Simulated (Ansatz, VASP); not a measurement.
AgCl: VASP beside Ansatz

```
CELL_PARAMETERS angstrom
1.87713 -5.57506 0.00000
1.87713 5.57506 0.00000
0.00000 0.00000 3.93707
ATOMIC_POSITIONS crystal
Ag 0.39656 0.60344 0.75000
Ag 0.60344 0.39656 0.25000
Cl 0.86545 0.13455 0.25000
Cl 0.13455 0.86545 0.75000
```

Change from the starting cell: volume scaled by 1.01, PAW files.

Alike in both runs: task electric field gradients; functional PBE; k mesh 9 × 9 × 8; occupations fermi-dirac, width 0.03 eV; no spin polarisation.

|  | VASP | Ansatz |
| --- | --- | --- |
| version | VASP 6.6.1 | Ansatz 0.2.0 |
| potentials or method | VASP PAW PBE potentials, release 64 (Ag, Cl) | PAW with Ansatz's default frozen-core files, scalar-relativistic |
| plane-wave cutoff (eV) | 520 | 420 |
| valence electrons in the cell | 36 | 52 |

|  | VASP | Ansatz | Ansatz less VASP |
| --- | --- | --- | --- |
| pressure (GPa) | 1.0 | 1.2 | +0.14 |
| traceless stress, the component that is largest in VASP (GPa) | 0.24 | 0.19 | -0.044 |
| rms of the force components (eV/Å) | 0.008 | 0.008 | -0.0005 |
| size of Vzz on the site where it differs most (V/Å²) | 50.4 | 48.5 | -1.97 |

Atom by atom the forces differ by 0.002 eV/Å (rms over components). VASP's potentials hold 36 valence electrons a cell and Ansatz's 52, so a difference there can come from the potentials and not from the codes.
